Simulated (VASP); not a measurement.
Input of a VASP 6.6.1 run:

Contents of INCAR:

```
SYSTEM = Pb
PREC = Accurate ; ENCUT = 520
EDIFF = 1E-6 ; ISMEAR = -1
SIGMA = 0.05 ; LREAL = .FALSE.
LASPH = .TRUE. ; NELM = 60
ALGO = Normal ; ISIF = 2
LWAVE = .FALSE. ; LCHARG = .FALSE.
GGA = PE ; NBANDS = 21
```

KPOINTS

```
Automatic mesh
0
G
  8 8 8
  0 0 0
```

The input POSCAR:

```
Pb
1.0
    0.0000000000      3.4390000555      3.4733900561
    3.4390000555      0.0000000000      3.4733900561
    3.4390000555      3.4390000555      0.0000000000
Pb
2
Direct
    0.0000000000      0.0000000000      0.0000000000
    0.2500000000      0.2500000000      0.2500000000
```

Potentials or basis: VASP PAW PBE potentials, release 64 (Pb_d).

Run with:

```sh
$ cat potpaw_PBE.64/Pb_d/POTCAR > POTCAR
$ mpirun -np 1 vasp_std > vasp.out
```

**Question.** Estimate the pressure.

**Answer.** 2.0 GPa.

**Question.** Predict the band gap on the k mesh.

**Answer.** Zero (band 14 reaches 4.67 eV, above the bottom of band 15 at 3.55 eV).

Caveat: the cell differs from its parent crystal (zz strain of +1 %); spin-orbit coupling is left out, which moves the levels of the heavy elements.
